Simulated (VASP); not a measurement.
Set up this calculation in VASP 6.6.1, as the native input.

```yaml
Task: relaxation of cell and atoms
Functional: PBEsol
Potentials_or_basis: VASP PAW PBE potentials, release 64 (Al)
Cutoff: 600 eV
k_mesh: 9 × 9 × 9
Occupations: methfessel-paxton, width 0.1 eV
Spin: no spin polarisation
Dipole_correction: no
Further_INCAR_settings: ALGO = Normal; EDIFF = 1e-07; IBRION = 2; EDIFFG = -0.01; NSW = 80; ISIF = 3
```

The structure of Al lies in POSCAR:

```
Al
1.0
   -1.5912190000      1.5912190000      1.5912190000
    1.5912190000     -1.5912190000      1.5912190000
    1.5912190000      1.5912190000     -1.5912190000
Al
1
Direct
    0.0000000000      0.0000000000      0.0000000000
```

One way to write it, as run:

INCAR

```
SYSTEM = Al
  ALGO = Normal
  EDIFF = 1E-7
  EDIFFG = -0.01
  ENCUT = 600
  GGA = PS
  IBRION = 2
  ISIF = 3
  ISMEAR = 1
  LASPH = .True.
  LCHARG = .False.
  LREAL = .False.
  LWAVE = .False.
  NELM = 80
  NSW = 80
  PREC = Accurate
  SIGMA = 0.1
```

KPOINTS

```
k-points
0
Gamma
  9 9 9
  0 0 0
```

Potentials or basis: VASP PAW PBE potentials, release 64 (Al).

Command:

```console
$ cat potpaw_PBE.64/Al/POTCAR > POTCAR
$ mpirun -np 1 vasp_std > vasp.out
```

Results of the run:

```json
{
 "Relaxed volume": "16.60 Å³/atom",
 "Relaxed cell": "a = 2.783 Å, b = 2.783 Å, c = 2.783 Å, α = 109.47°, β = 109.47°, γ = 109.47°",
 "Space group after relaxing (to 0.05 Å)": "Im-3m (No. 229)",
 "Energy gained by relaxing": "3.7 meV/atom",
 "Ionic steps": "3",
 "Pressure after relaxing": "0.0 GPa"
}
```

Caveat: the PAW data sets were made with another functional, which shifts forces and pressure a little.

Wall time 3.2 s on 1 thread of Intel(R) Xeon(R) 6975P-C (Granite Rapids), on a shared host, peak memory 0.13 GiB.
